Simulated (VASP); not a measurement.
Here is a VASP 6.6.1 calculation.

Contents of INCAR:

```
PREC = Accurate ; ENCUT = 520
EDIFF = 1E-8 ; ISMEAR = -1
SIGMA = 0.15 ; LREAL = F
LASPH = T ; NELM = 100
ALGO = Normal ; ISIF = 2
LWAVE = F ; LCHARG = T
GGA = CA ; NBANDS = 18
IBRION = 8 ; NSW = 1
```

The input KPOINTS:

```
Automatic mesh
0
Gamma
  8 8 8
```

POSCAR

```
TiAl3
1.0
    3.9129865579      0.0000000000      0.0000000000
    0.0000000000      3.9129865579      0.0000000000
    0.0000000000      0.0000000000      3.9129865579
Ti Al
1 3
Direct
    0.0000000000      0.0000000000      0.0000000000
    0.5000000000      0.5000000000      0.0000000000
    0.5000000000      0.0000000000      0.5000000000
    0.0000000000      0.5000000000      0.5000000000
```

Potentials or basis: VASP PAW LDA potentials, release 64 (Ti_sv, Al).

Command:

```sh
$ cat potpaw_LDA.64/Ti_sv/POTCAR potpaw_LDA.64/Al/POTCAR > POTCAR
$ mpirun -np 1 vasp_std > vasp.out
```

Problem. Predict the highest phonon frequency at Γ.

Solution. 359 cm⁻¹.

Phonon frequencies in cm⁻¹ (negative: imaginary):
| q point | frequencies |
| --- | --- |
| (0.000, 0.000, 0.000) | 0 0 0 266 266 266 283 283 283 359 359 359 |
